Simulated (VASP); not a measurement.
# ZnS (Pmn2_1) in VASP: a series of runs

The runs below take ZnS through single point, with PBE.

All numbers are computed with VASP 6.6.1; they aren't measurements. Logs are shortened: lines on timing, memory, paths and dates and some standing lists are left out, and cuts for length are marked.

## (1) The cell of the first run

It takes space group Pmn2_1 (No. 31, orthorhombic). Conventional cell: a = 3.825 Å, b = 3.825 Å, c = 5.409 Å, α = 90.00°, β = 90.00°, γ = 90.00°. Zn (site symmetry m) has 4 S at 2.25 to 2.43 Å within 3.0 Å. Within 3.0 Å of S (site symmetry m) lie 4 Zn at 2.25 to 2.43 Å.

## (2) Single point, PBE (mode 4 (88.6 1/cm) frozen in, largest displacement -0.300 Å)

INCAR reads:

```
PREC = Accurate ; ENCUT = 520
EDIFF = 1E-7 ; ISMEAR = 0
SIGMA = 0.05 ; LREAL = F
LASPH = T ; NELM = 80
ALGO = Normal ; ISIF = 2
LWAVE = F ; LCHARG = F
GGA = PE ; NBANDS = 26
```

KPOINTS reads:

```
regular mesh
0
Gamma
  8 8 6
```

POSCAR reads:

```
ZnS
1.0
    0.0000000000     -2.7046500000     -2.7046500000
    0.0000000000      2.7046500000     -2.7046500000
    5.4093000000      0.0000000000      0.0000000000
Zn S
2 2
Direct
    0.4215676578      0.5000000000      0.5000000000
    0.0784323422      0.0000000000      0.0000000000
   -0.0497650668      0.5000000000      0.2500000000
    0.5497650668      0.0000000000      0.7500000000
```

Potentials or basis: VASP PAW PBE potentials, release 64 (Zn, S).

Run with:

```bash
$ cat potpaw_PBE.64/Zn/POTCAR potpaw_PBE.64/S/POTCAR > POTCAR
$ mpirun -np 1 vasp_std > vasp.out
```

OUTCAR:

```text
PREC = Accurate
   ENCUT = 520
   EDIFF = 1E-7
   ISMEAR = 0
   LREAL = F
   LASPH = T
   NELM = 80
   ISIF = 2
   GGA = PE

 ion  position               nearest neighbor table
   1  0.422  0.500  0.500-   3 2.25   4 2.39   4 2.39   3 2.43
   2  0.078  0.000  0.000-   4 2.25   3 2.39   3 2.39   4 2.43
   3  0.950  0.500  0.250-   1 2.25   2 2.39   2 2.39   1 2.43
   4  0.550  0.000  0.750-   2 2.25   1 2.39   1 2.39   2 2.43

  LATTYP: Found a simple tetragonal cell.
 ALAT       =     3.8249527115
 C/A-ratio  =     1.4142135624

  Lattice vectors:

 A1 = (   0.0000000000,  -2.7046500000,  -2.7046500000)
 A2 = (   0.0000000000,   2.7046500000,  -2.7046500000)
 A3 = (   5.4093000000,   0.0000000000,   0.0000000000)

Analysis of symmetry for initial positions (statically):
=====================================================================
 Subroutine PRICEL returns:
 Original cell was already a primitive cell.

 Routine SETGRP: Setting up the symmetry group for a
 simple tetragonal supercell.

 Subroutine GETGRP returns: Found  4 space group operations
 (whereof  2 operations were pure point group operations)
 out of a pool of 16 trial point group operations.

The static configuration has the point symmetry C_1h.
 The point group associated with its full space group is C_2v.

Analysis of symmetry for dynamics (positions and initial velocities):
=====================================================================
 Subroutine PRICEL returns:
 Original cell was already a primitive cell.

 Routine SETGRP: Setting up the symmetry group for a
 simple tetragonal supercell.

 Subroutine GETGRP returns: Found  4 space group operations
 (whereof  2 operations were pure point group operations)
 out of a pool of 16 trial point group operations.

The dynamic configuration has the point symmetry C_1h.
 The point group associated with its full space group is C_2v.

 Subroutine INISYM returns: Found  4 space group operations
 (whereof  2 operations are pure point group operations),
 and found     1 'primitive' translations

----------------------------------------------------------------------------------------

                                     Primitive cell

  volume of cell :      79.1395

  direct lattice vectors                    reciprocal lattice vectors
     0.000000000 -2.704650000 -2.704650000     0.000000000 -0.184866803 -0.184866803
     0.000000000  2.704650000 -2.704650000     0.000000000  0.184866803 -0.184866803
     5.409300000  0.000000000  0.000000000     0.184866803  0.000000000  0.000000000

  length of vectors
     3.824952711  3.824952711  5.409300000     0.261441141  0.261441141  0.184866803

  position of ions in fractional coordinates (direct lattice)
     0.421567658  0.500000000  0.500000000
     0.078432342  0.000000000  0.000000000
     0.950234933  0.500000000  0.250000000
     0.549765067  0.000000000  0.750000000

  ion indices of the primitive-cell ions
   primitive index   ion index
                 1           1
                 2           2
                 3           3
                 4           4

----------------------------------------------------------------------------------------

 KPOINTS: regular mesh

Automatic generation of k-mesh.
 Grid dimensions read from file:
 generate k-points for:    8    8    6

 Generating k-lattice:

  Cartesian coordinates                     Fractional coordinates (reciprocal lattice)
     0.000000000 -0.023108350 -0.023108350     0.125000000  0.000000000  0.000000000
     0.000000000  0.023108350 -0.023108350     0.000000000  0.125000000  0.000000000
     0.030811134  0.000000000  0.000000000     0.000000000  0.000000000  0.166666667

  Length of vectors
     0.032680143  0.032680143  0.030811134

  Shift w.r.t. Gamma in fractional coordinates (k-lattice)
     0.000000000  0.000000000  0.000000000

 Subroutine IBZKPT returns following result:
 ===========================================

 Found    100 irreducible k-points:

 Following reciprocal coordinates:
            Coordinates               Weight
  0.000000  0.000000  0.000000      1.000000
  0.125000  0.000000  0.000000      2.000000
  0.000000  0.125000  0.000000      2.000000
  0.250000  0.000000  0.000000      2.000000
  0.000000  0.250000  0.000000      2.000000
  0.375000  0.000000  0.000000      2.000000
[... 16 lines left out ...]
  0.500000  0.375000  0.000000      2.000000
 -0.375000  0.500000  0.000000      2.000000
 [... further k-points ...]
   k-points           NKPTS =    100   k-points in BZ     NKDIM =    100   number of bands    NBANDS=     26
   number of dos      NEDOS =    301   number of ions     NIONS =      4
   total plane-waves  NPLWV =  31360
   dimension x,y,z NGX =    28 NGY =   28 NGZ =   40
   dimension x,y,z NGXF=    56 NGYF=   56 NGZF=   80
   ions per type =               2   2
   NGX,Y,Z   is equivalent  to a cutoff of  12.17, 12.17, 12.29 a.u.
   NGXF,Y,Z  is equivalent  to a cutoff of  24.34, 24.34, 24.59 a.u.
 SYSTEM =  unknown system
   PREC   = accura    normal or accurate (medium, high low for compatibility)
   ISTART =      0    job   : 0-new  1-cont  2-samecut
   ICHARG =      2    charge: 1-file 2-atom 10-const
   ISPIN  =      1    spin polarized calculation?
   LNONCOLLINEAR =      F non collinear calculations
   LSORBIT =      F    spin-orbit coupling
   LASPH  =      T    aspherical Exc in radial PAW
   ENCUT  =  520.0 eV  38.22 Ry    6.18 a.u.   7.11  7.11 10.06*2*pi/ulx,y,z
   NELM   =     80;   NELMIN=  2; NELMDL= -5     # of ELM steps
   EDIFF  = 0.1E-06   stopping-criterion for ELM
   LREAL  =      F    real-space projection
   EDIFFG = 0.1E-05   stopping-criterion for IOM
   NSW    =      0    number of steps for IOM
   IBRION =     -1    ionic relax: 0-MD 1-quasi-New 2-CG
   NFREE  =      0    steps in history (QN), initial steepest desc. (CG)
   ISIF   =      2    stress and relaxation
   ISYM   =      2    0-nonsym 1-usesym 2-fastsym
   POTIM  = 0.5000    time-step for ionic-motion
   TEBEG  =    0.0;   TEEND  =   0.0 temperature during run
   PSTRESS=    0.0 pullay stress
   NELECT =      36.0000    total number of electrons
   NUPDOWN=      -1.0000    fix difference up-down
   EMIN   =  10.00;   EMAX   =-10.00  energy-range for DOS
   EFERMI =   0.00;   METHOD = LEGACY
   ISMEAR =     0;   SIGMA  =   0.05  broadening in eV -4-tet -1-fermi 0-gaus
   EFERMI_NEDOS =   21; number of points for ismear=-14 and -15
   IALGO  =     38    algorithm
   IMIX   =      4    mixing-type and parameters
     AMIX     =   0.40;   BMIX     =  1.00
     AMIX_MAG =   1.60;   BMIX_MAG =  1.00
  volume/ion in A,a.u.               =      19.78       133.51
  Fermi-wavevector in a.u.,A,eV,Ry     =   1.259055  2.379268 21.568210  1.585219
  Thomas-Fermi vector in A             =   2.392634
   LORBIT       =      0    0 simple, 1 ext, 2 COOP (PROOUT), +10 PAW based schemes
   GGA     = PE    functional components
   LHFCALC =     F    Hartree Fock is set to
   AEXX    =    0.0000 exact exchange contribution
   IVDW    =     0    specifies the selected vdW correction
   LEPSILON=     F    determine dielectric tensor
   LRPA    =     F    only Hartree local field effects (RPA)
 non-spin polarized calculation
 Gauss-broadening in eV      SIGMA  =   0.05
  energy-cutoff  :      520.00
  volume of cell :       79.14
 maximum number of plane-waves:      2180
   NGX = 15   NGY = 15   NGZ = 21

 number of electron      36.0000004 magnetization

 Free energy of the ion-electron system (eV)
  ---------------------------------------------------
  ext. energy  EPLUGINS =         0.00000000
  ---------------------------------------------------
  free energy    TOTEN  =       -13.47566935 eV

  energy without entropy =      -13.47566935  energy(sigma->0) =      -13.47566935

 E-fermi :   2.4071     XC(G=0):  -9.6560

 val. band max:        2.1877070072   @ k =   0.0000   0.0000   0.0000
 cond. band min:       4.0652240580   @ k =   0.0000   0.0000   0.0000
 fundamental gap:      1.8775170507
 Fermi energy:         2.4071304334

 k-point     1 :       0.0000    0.0000    0.0000
  band No.  band energies     occupation
      1     -10.9921      2.00000
      2      -9.7058      2.00000
      3      -4.3290      2.00000
      4      -4.2223      2.00000
      5      -4.2185      2.00000
      6      -4.1681      2.00000
[... 18 lines left out ...]
     25      12.3652      0.00000
     26      12.7122      0.00000

 k-point     2 :       0.1250    0.0000    0.0000
  band No.  band energies     occupation
      1     -10.9120      2.00000
      2      -9.7057      2.00000
      3      -4.2958      2.00000
      4      -4.2130      2.00000
      5      -4.2061      2.00000
      6      -4.1670      2.00000
[... 18 lines left out ...]
     25      12.0346      0.00000
     26      12.4302      0.00000

 k-point     3 :       0.0000    0.1250    0.0000
  band No.  band energies     occupation
      1     -10.9138      2.00000
      2      -9.7100      2.00000
      3      -4.2958      2.00000
      4      -4.2242      2.00000
      5      -4.2041      2.00000
      6      -4.1591      2.00000
[... 18 lines left out ...]
     25      12.2575      0.00000
     26      12.4103      0.00000

 k-point     4 :       0.2500    0.0000    0.0000
  band No.  band energies     occupation
      1     -10.6905      2.00000
      2      -9.7284      2.00000
      3      -4.2472      2.00000
      4      -4.2014      2.00000
      5      -4.1724      2.00000
      6      -4.1282      2.00000
[... 18 lines left out ...]
     25      11.0913      0.00000
     26      11.7596      0.00000

 k-point     5 :       0.0000    0.2500    0.0000
  band No.  band energies     occupation
      1     -10.6963      2.00000
      2      -9.7444      2.00000
      3      -4.2281      2.00000
      4      -4.2179      2.00000
      5      -4.1688      2.00000
      6      -4.1395      2.00000
[... 18 lines left out ...]
     25      11.4599      0.00000
     26      11.7700      0.00000

 k-point     6 :       0.3750    0.0000    0.0000
  band No.  band energies     occupation
      1     -10.3863      2.00000
      2      -9.8256      2.00000
      3      -4.1929      2.00000
      4      -4.1796      2.00000
      5      -4.1362      2.00000
      6      -4.0816      2.00000
[... 427 lines left out ...]
 k-point    21 :      -0.2500    0.5000    0.0000
  band No.  band energies     occupation
      1      -9.9204      2.00000
      2      -9.9204      2.00000
      3      -4.2196      2.00000
      4      -4.2196      2.00000
      5      -4.0146      2.00000
      6      -4.0146      2.00000
[... 18 lines left out ...]
     25      12.5116      0.00000
     26      12.5134      0.00000

 k-point    22 :       0.3750    0.3750    0.0000
  band No.  band energies     occupation
      1      -9.9612      2.00000
      2      -9.7252      2.00000
      3      -4.2909      2.00000
      4      -4.2183      2.00000
      5      -3.9891      2.00000
      6      -3.9409      2.00000
[... 18 lines left out ...]
     25      12.1628      0.00000
     26      12.5436      0.00000

 k-point    23 :       0.5000    0.3750    0.0000
  band No.  band energies     occupation
      1      -9.8314      2.00000
      2      -9.7494      2.00000
      3      -4.2920      2.00000
      4      -4.2358      2.00000
      5      -3.9555      2.00000
      6      -3.9417      2.00000
[... 18 lines left out ...]
     25      12.9907      0.00000
     26      13.3748      0.00000

 k-point    24 :      -0.3750    0.5000    0.0000
  band No.  band energies     occupation
      1      -9.7945      2.00000
      2      -9.7945      2.00000
      3      -4.2648      2.00000
      4      -4.2648      2.00000
      5      -3.9510      2.00000
      6      -3.9510      2.00000
[... 18 lines left out ...]
     25      13.2198      0.00000
     26      13.2198      0.00000

 [... further k-points ...]

------------------------ aborting loop because EDIFF is reached ----------------------------------------

  FORCE on cell =-STRESS in cart. coord.  units (eV):
  Direction    XX          YY          ZZ          XY          YZ          ZX
  --------------------------------------------------------------------------------------
  -------------------------------------------------------------------------------------
  Total        0.6332920      0.2556830      0.2556830      0.0000000      0.5217624      0.0000000
  in kB       12.8209850      5.1762983      5.1762983      0.0000000     10.5630700      0.0000000
  external PRESSURE =       7.7245272 kB  Pullay stress =       0.0000000 kB

 VOLUME and BASIS-vectors are now :
 -----------------------------------------------------------------------------
  energy-cutoff  :      520.00
  volume of cell :       79.14
      direct lattice vectors                 reciprocal lattice vectors
     0.000000000 -2.704650000 -2.704650000     0.000000000 -0.184866803 -0.184866803
     0.000000000  2.704650000 -2.704650000     0.000000000  0.184866803 -0.184866803
     5.409300000  0.000000000  0.000000000     0.184866803  0.000000000  0.000000000

 POSITION                                       TOTAL-FORCE (eV/Angst)
 -----------------------------------------------------------------------------------
      2.70465      0.21213     -2.49252         0.343068     -0.463431     -0.463431
      0.00000     -0.21213     -0.21213         0.343068      0.463431      0.463431
      1.35232     -1.21773     -3.92238        -0.343068     -0.161233     -0.161233
      4.05697     -1.48692     -1.48692        -0.343068      0.161233      0.161233
 -----------------------------------------------------------------------------------
    total drift:                                0.000023      0.000000     -0.000000

  FREE ENERGIE OF THE ION-ELECTRON SYSTEM (eV)
  ---------------------------------------------------
  free  energy   TOTEN  =       -13.4756693482 eV

  energy  without entropy=      -13.4756693482  energy(sigma->0) =      -13.47566935
```

Wall time 2 min (1 thread of Intel Xeon Platinum 8488C (Sapphire Rapids), shared host); peak memory 0.3 GiB.

Results:

```yaml
Free_energy: -13.4757 eV
Pressure: 0.8 GPa
Largest_force: 0.740 eV/Å
Band_gap_on_the_k_mesh: 1.88 eV, direct
```

Forces on the atoms (eV/Å):
```
Zn   0.343 -0.463 -0.463
Zn   0.343  0.463  0.463
S   -0.343 -0.161 -0.161
S   -0.343  0.161  0.161
```

Caveat: the cell differs from its parent crystal (mode 4 (88.6 1/cm) frozen in, largest displacement -0.300 Å).

## (3) Single point, PBE (mode 4 (88.6 1/cm) frozen in, largest displacement +0.113 Å)

INCAR reads:

```
  ALGO = Normal
  EDIFF = 1E-7
  ENCUT = 520
  GGA = PE
  ISIF = 2
  ISMEAR = 0
  LASPH = True
  LCHARG = False
  LREAL = False
  LWAVE = False
  NBANDS = 26
  NELM = 80
  PREC = Accurate
  SIGMA = 0.05
```

KPOINTS reads:

```
k-points
0
Gamma
  8 8 6
```

POSCAR reads:

```
ZnS
1.0
    0.0000000000     -2.7046500000     -2.7046500000
    0.0000000000      2.7046500000     -2.7046500000
    5.4093000000      0.0000000000      0.0000000000
Zn S
2 2
Direct
    0.5294121283      0.5000000000      0.5000000000
   -0.0294121283      0.0000000000      0.0000000000
    0.0186619001      0.5000000000      0.2500000000
    0.4813380999      0.0000000000      0.7500000000
```

Potentials or basis: VASP PAW PBE potentials, release 64 (Zn, S).

Run with:

```bash
$ cat potpaw_PBE.64/Zn/POTCAR potpaw_PBE.64/S/POTCAR > POTCAR
$ mpirun -np 1 vasp_std > vasp.out
```

OUTCAR:

```text
EDIFF = 1E-7
   ENCUT = 520
   GGA = PE
   ISIF = 2
   ISMEAR = 0
   LASPH = True
   LREAL = False
   NELM = 80
   PREC = Accurate

 ion  position               nearest neighbor table
   1  0.529  0.500  0.500-   3 2.31   4 2.35   4 2.35   3 2.38
   2  0.971  0.000  0.000-   4 2.31   3 2.35   3 2.35   4 2.38
   3  0.019  0.500  0.250-   1 2.31   2 2.35   2 2.35   1 2.38
   4  0.481  0.000  0.750-   2 2.31   1 2.35   1 2.35   2 2.38

  LATTYP: Found a simple tetragonal cell.
[... 896 lines left out ...]
  FORCE on cell =-STRESS in cart. coord.  units (eV):
  Direction    XX          YY          ZZ          XY          YZ          ZX
  --------------------------------------------------------------------------------------
  -------------------------------------------------------------------------------------
  Total        0.7271822      0.6848658      0.6848658      0.0000000      0.0928703      0.0000000
  in kB       14.7217907     13.8650955     13.8650955      0.0000000      1.8801566      0.0000000
  external PRESSURE =      14.1506606 kB  Pullay stress =       0.0000000 kB

 VOLUME and BASIS-vectors are now :
 -----------------------------------------------------------------------------
  energy-cutoff  :      520.00
  volume of cell :       79.14
      direct lattice vectors                 reciprocal lattice vectors
     0.000000000 -2.704650000 -2.704650000     0.000000000 -0.184866803 -0.184866803
     0.000000000  2.704650000 -2.704650000     0.000000000  0.184866803 -0.184866803
     5.409300000  0.000000000  0.000000000     0.184866803  0.000000000  0.000000000

 POSITION                                       TOTAL-FORCE (eV/Angst)
 -----------------------------------------------------------------------------------
      2.70465     -0.07955     -2.78420         0.053489      0.153496      0.153496
      0.00000     -2.62510     -2.62510         0.053489     -0.153496     -0.153496
      1.35232      1.30185     -1.40280        -0.053489      0.046775      0.046775
      4.05697     -1.30185     -1.30185        -0.053489     -0.046775     -0.046775
 -----------------------------------------------------------------------------------
    total drift:                               -0.000006     -0.000000     -0.000000

  FREE ENERGIE OF THE ION-ELECTRON SYSTEM (eV)
  ---------------------------------------------------
  free  energy   TOTEN  =       -13.6684096792 eV

  energy  without entropy=      -13.6684096792  energy(sigma->0) =      -13.66840968
```

OSZICAR:

```text
N       E                     dE             d eps       ncg     rms          rms(c)
DAV:   1     0.242456771585E+03    0.24246E+03   -0.17151E+04  5200   0.167E+03
DAV:   2     0.985020576719E+01   -0.23261E+03   -0.22247E+03  5366   0.346E+02
DAV:   3    -0.139443931203E+02   -0.23795E+02   -0.23557E+02  6246   0.110E+02
DAV:   4    -0.145187137400E+02   -0.57432E+00   -0.57317E+00  6082   0.173E+01
DAV:   5    -0.145274120766E+02   -0.86983E-02   -0.86965E-02  6324   0.211E+00    0.970E+00
DAV:   6    -0.136776740848E+02    0.84974E+00   -0.16396E+00  7922   0.368E+01    0.744E+00
DAV:   7    -0.136730058332E+02    0.46683E-02   -0.11836E+00  5538   0.638E+00    0.354E+00
DAV:   8    -0.136674993890E+02    0.55064E-02   -0.33759E-02  6578   0.182E+00    0.104E+00
DAV:   9    -0.136680601677E+02   -0.56078E-03   -0.80061E-03  7058   0.131E+00    0.224E-01
DAV:  10    -0.136682138301E+02   -0.15366E-03   -0.63599E-04  5960   0.324E-01    0.863E-02
DAV:  11    -0.136684075929E+02   -0.19376E-03   -0.31367E-04  5400   0.127E-01    0.514E-02
DAV:  12    -0.136684072475E+02    0.34540E-06   -0.16599E-05  6222   0.426E-02    0.128E-02
DAV:  13    -0.136684092517E+02   -0.20041E-05   -0.25775E-06  5472   0.111E-02    0.600E-03
DAV:  14    -0.136684096748E+02   -0.42310E-06   -0.68587E-07  5518   0.764E-03    0.149E-03
DAV:  15    -0.136684096792E+02   -0.44834E-08   -0.80103E-08  4060   0.403E-03
   1 F= -.13668410E+02 E0= -.13668410E+02  d E =-.560549E-14
```

It took 2 min on 1 thread of Intel Xeon Platinum 8488C (Sapphire Rapids), shared host; peak memory 0.29 GiB.

Results:

```
Free energy            : -13.6684 eV
Pressure               : 1.4 GPa
Largest force          : 0.224 eV/Å
Band gap on the k mesh : 2.07 eV, direct
```

Forces on the atoms (eV/Å):
```
Zn   0.053  0.153  0.153
Zn   0.053 -0.153 -0.153
S   -0.053  0.047  0.047
S   -0.053 -0.047 -0.047
```

Caveat: the cell differs from its parent crystal (mode 4 (88.6 1/cm) frozen in, largest displacement +0.113 Å).
